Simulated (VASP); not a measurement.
Here is a VASP 6.6.1 calculation.

The input POSCAR:

```
Al
1.0
    2.8483153119      0.0000000000      0.0000000000
   -1.4241576560      2.4667134181      0.0000000000
    0.0000000000      0.0000000000      4.7331325913
Al
2
Direct
    0.3333333333      0.6666666667      0.7500000000
    0.6666666667      0.3333333333      0.2500000000
```

INCAR.step1

```
ALGO = Normal
EDIFF = 1E-7
ENCUT = 520
GGA = PE
GGA_COMPAT = F
ISIF = 2
ISMEAR = 0
LASPH = T
LCHARG = T
LORBMOM = T
LREAL = F
LSORBIT = T
LWAVE = F
MAGMOM = 0 0 0 0 0 0
NBANDS = 18
NELM = 150
PREC = Accurate
SIGMA = 0.05
```

Contents of KPOINTS.step1:

```
k-points
0
Gamma
  16 16 10
```

Contents of INCAR.step2:

```
ALGO = Normal
EDIFF = 1E-7
ENCUT = 520
GGA = PE
GGA_COMPAT = F
ICHARG = 11
ISIF = 2
ISMEAR = -5
LASPH = T
LCHARG = F
LORBIT = 11
LORBMOM = T
LREAL = F
LSORBIT = T
LWAVE = F
MAGMOM = 0 0 0 0 0 0
NBANDS = 18
NEDOS = 2001
NELM = 150
PREC = Accurate
SIGMA = 0.05
```

File KPOINTS.step2:

```
k-points
0
Gamma
  24 24 15
```

Potentials or basis: VASP PAW PBE potentials, release 64 (Al).

Launch:

```console
$ cat potpaw_PBE.64/Al/POTCAR > POTCAR
$ cp INCAR.step1 INCAR
$ cp KPOINTS.step1 KPOINTS
$ mpirun -np 1 vasp_ncl > vasp.out
$ cp INCAR.step2 INCAR
$ cp KPOINTS.step2 KPOINTS
$ mpirun -np 1 vasp_ncl > vasp.out
```

Question: What does it give for the net moment?

Answer: 0.00 μB per cell.

Moments on the atoms (μB; x, y, z):
```
Al  0.00 0.00 0.00
Al  0.00 0.00 0.00
```
